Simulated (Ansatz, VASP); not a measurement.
**MgO: VASP beside Ansatz**

File INCAR:

```
  PREC = Accurate
  ENCUT = 840
  EDIFF = 1E-6
  ISMEAR = 0
  SIGMA = 0.05
  LREAL = F
  LASPH = T
  NELM = 120
  ALGO = Normal
  ISIF = 2
  LWAVE = F
  LCHARG = F
  NBANDS = 15
  GGA_COMPAT = F
```

File KPOINTS:

```
Automatic mesh
0
Gamma
  9 9 8
```

Contents of POSCAR:

```
MgO
1.0
    2.9380209034      0.0000000000      0.0000000000
   -1.4690104517      2.5062347281      0.0000000000
    0.0000000000      0.0000000000      2.6796800000
Mg O
1 1
Direct
    0.0000000000      0.0000000000      0.0000000000
    0.3333333333      0.6666666667      0.5000000000
```

Input for Ansatz:

```yaml
crystal:
  lattice:
    - [2.9380209034, 0.0, 0.0]
    - [-1.4690104517, 2.5062347281, 0.0]
    - [0.0, 0.0, 2.67968]
  atoms:
    - { symbol: Mg, position: [0.0, 0.0, 0.0] }
    - { symbol: O, position: [0.3333333333, 0.6666666667, 0.5] }
basis:
  ecutwfc: 420
kpoints:
  mp_grid: { grid: [9, 9, 8] }
hamiltonian:
  xc: lda
scf:
  occupations: { method: gaussian, width: 0.05 }
output:
  forces: true
  stress: true
  eigenvalues: true
```

Change from the starting cell: strain -0.0150 x Voigt [0, 1, 0, 0, 0, 0], atoms carried along.

Alike in both runs: task single point; functional LDA; k mesh 9 × 9 × 8; occupations gaussian, width 0.05 eV; no spin polarisation.

```csv
,VASP,Ansatz
version,VASP 6.6.1,Ansatz 0.2.0
potentials or method,"VASP PAW LDA potentials, release 64 (Mg_sv, O), cutoff 840 eV","scalar-relativistic, plane waves, PAW"
valence electrons in the cell,16,16
```

Ansatz gave:

| Property | Result |
| --- | --- |
| gap on the k mesh at the Fermi level (eV) | 3.08 |
| least direct gap on the mesh (eV) | 3.52 |
| pressure (GPa) | -7.6 |
| traceless stress, the component that is largest in VASP (GPa) | 3.35 |

Q: What did VASP give for the same quantities?

A: gap on the k mesh at the Fermi level (eV): 3.09; least direct gap on the mesh (eV): 3.53; pressure (GPa): -7.3; traceless stress, the component that is largest in VASP (GPa): 3.31.

LDA's correlation is that of Perdew and Zunger in VASP and of Perdew and Wang (1992) in Ansatz.
